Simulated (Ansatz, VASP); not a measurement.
K3Ag in VASP and in Ansatz

File INCAR:

```
ALGO = Normal
EDIFF = 1E-7
ENCUT = 520
GGA = CA
ISIF = 2
ISMEAR = 1
LASPH = True
LCHARG = False
LREAL = False
LWAVE = False
NBANDS = 27
NELM = 100
PREC = Accurate
SIGMA = 0.15
```

File KPOINTS:

```
k-points
0
Gamma
  6 6 6
```

POSCAR

```
K3Ag
1.0
    5.7777520000      0.0000000000      0.0000000000
    0.0000000000      5.7777520000      0.0000000000
    0.0000000000      0.0000000000      5.7777520000
K Ag
3 1
Direct
    0.5000000000      0.0000000000      0.0000000000
    0.0000000000      0.5000000000      0.0000000000
    0.0000000000      0.0000000000      0.5000000000
    0.5000000000      0.5000000000      0.5000000000
```

Input for Ansatz:

```yaml
crystal:
  lattice:
    - [5.777752, 0.0, 0.0]
    - [0.0, 5.777752, 0.0]
    - [0.0, 0.0, 5.777752]
  atoms:
    - { symbol: K, position: [0.5, 0.0, 0.0] }
    - { symbol: K, position: [0.0, 0.5, 0.0] }
    - { symbol: K, position: [0.0, 0.0, 0.5] }
    - { symbol: Ag, position: [0.5, 0.5, 0.5] }
basis:
  ecutwfc: 476.19925930478996
kpoints:
  mp_grid:
    grid: [6, 6, 6]
hamiltonian:
  xc: lda
scf:
  max_iter: 60
  occupations:
    method: methfessel_paxton
    width: 0.15
output:
  stress: true
```

Alike in both runs: task single point; functional LDA; k mesh 6 × 6 × 6; occupations methfessel-paxton of order 1, width 0.15 eV; no spin polarisation.

|  | VASP | Ansatz |
| --- | --- | --- |
| version | VASP 6.6.1 | Ansatz 0.2.0 |
| potentials or method | VASP PAW LDA potentials, release 64 (K_sv, Ag), cutoff 520 eV | plane waves, PAW |
| valence electrons in the cell | 38 | 46 |

```tsv
	VASP	Ansatz	Ansatz less VASP
pressure (GPa)	-1.1	-1.1	+0.01
```

LDA's correlation is that of Perdew and Zunger in VASP and of Perdew and Wang (1992) in Ansatz. VASP's potentials hold 38 valence electrons a cell and Ansatz's 46, so a difference there can come from the potentials and not from the codes.
